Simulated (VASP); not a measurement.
The system is BaIr3.

```
CELL_PARAMETERS angstrom
4.16405 0.00000 0.00000
0.00000 4.16405 0.00000
0.00000 0.00000 4.16405
ATOMIC_POSITIONS crystal
Ba 0.00000 0.00000 0.00000
Ir 0.00000 0.50000 0.50000
Ir 0.50000 0.50000 0.00000
Ir 0.50000 0.00000 0.50000
```

This cell differs from its parent crystal: volume scaled by 0.960.

Base run:

| Quantity | Value |
| --- | --- |
| Program | VASP 6.6.1 |
| Functional | PBE |
| Potentials or basis | VASP PAW PBE potentials, release 64 (Ba_sv, Ir_sv_GW) |
| Cutoff | 500 eV |
| k mesh | 8 × 8 × 8 |
| Occupations | gaussian, width 0.05 eV |
| Spin | no spin polarisation |

Its results: pressure 8.5 GPa.

The run is repeated on the same cell with these changes: potentials or basis from VASP PAW PBE potentials, release 64 (Ba_sv, Ir_sv_GW) to VASP PAW PBE potentials, release 64 (Ba_sv, Ir); cutoff from 500 eV to 520 eV; further incar settings from ALGO = Normal; EDIFF = 1e-06; NBANDS = 38 to ALGO = Normal; EDIFF = 1e-07; NBANDS = 26; valence electrons from 61 to 37. What comes out?

Pressure 10.6 GPa.
